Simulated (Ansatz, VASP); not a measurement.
**Two plane-wave programs on C**

File INCAR:

```
SYSTEM = C
  PREC = Accurate
  ENCUT = 520
  EDIFF = 1E-6
  ISMEAR = 0
  SIGMA = 0.02
  LREAL = .FALSE.
  LASPH = .TRUE.
  NELM = 80
  ALGO = Normal
  ISIF = 2
  LWAVE = .FALSE.
  LCHARG = .TRUE.
  GGA = PS
  LELF = .TRUE.
  LVHAR = .TRUE.
  NBANDS = 11
```

The input KPOINTS:

```
regular mesh
0
G
  15 15 15
  0 0 0
```

The input POSCAR:

```
C
1.0
    1.2133652464      0.7142566581      3.3574261174
   -1.2228916619      0.7340033217      3.3567384226
    0.0123379046     -1.4269729908      3.3525730215
C
2
Direct
    0.1260839228      0.2070919568      0.1597473322
    0.8739160772      0.7929080432      0.8402526678
```

Input for Ansatz:

```yaml
crystal:
  lattice:
    - [1.2133652464, 0.7142566581, 3.3574261174]
    - [-1.2228916619, 0.7340033217, 3.3567384226]
    - [0.0123379046, -1.4269729908, 3.3525730215]
  atoms:
    - { symbol: C, position: [0.1260839228, 0.2070919568, 0.1597473322] }
    - { symbol: C, position: [0.8739160772, 0.7929080432, 0.8402526678] }
basis:
  ecutwfc: 420
kpoints:
  mp_grid: { grid: [15, 15, 15] }
hamiltonian:
  xc: pbesol
scf:
  occupations: { method: gaussian, width: 0.02 }
output:
  forces: true
  stress: true
  eigenvalues: true
```

Change from the starting cell: all atoms moved at random, cell strained at random.

Alike in both runs: task single point; functional PBEsol; k mesh 15 × 15 × 15; occupations gaussian, width 0.02 eV; no spin polarisation.

|  | VASP | Ansatz |
| --- | --- | --- |
| version | VASP 6.6.1 | Ansatz 0.2.0 |
| potentials or method | VASP PAW PBE potentials, release 64 (C), cutoff 520 eV | scalar-relativistic, plane waves, PAW |
| valence electrons in the cell | 8 | 8 |

```csv
,VASP,Ansatz,Ansatz less VASP
gap on the k mesh at the Fermi level (eV),none,none,-
pressure (GPa),17.9,17.4,-0.53
"traceless stress, the component that is largest in VASP (GPa)",-22.87,-22.40,+0.468
rms of the force components (eV/Å),6.710,6.682,-0.0284
```

VASP's potentials were made for PBE, not for PBEsol. Atom by atom the forces differ by 0.031 eV/Å (rms over components). A gap of «none» marks a metal or a gap that the smearing closes. With one functional, cell and mesh, what is left measures potentials, basis and numerics.
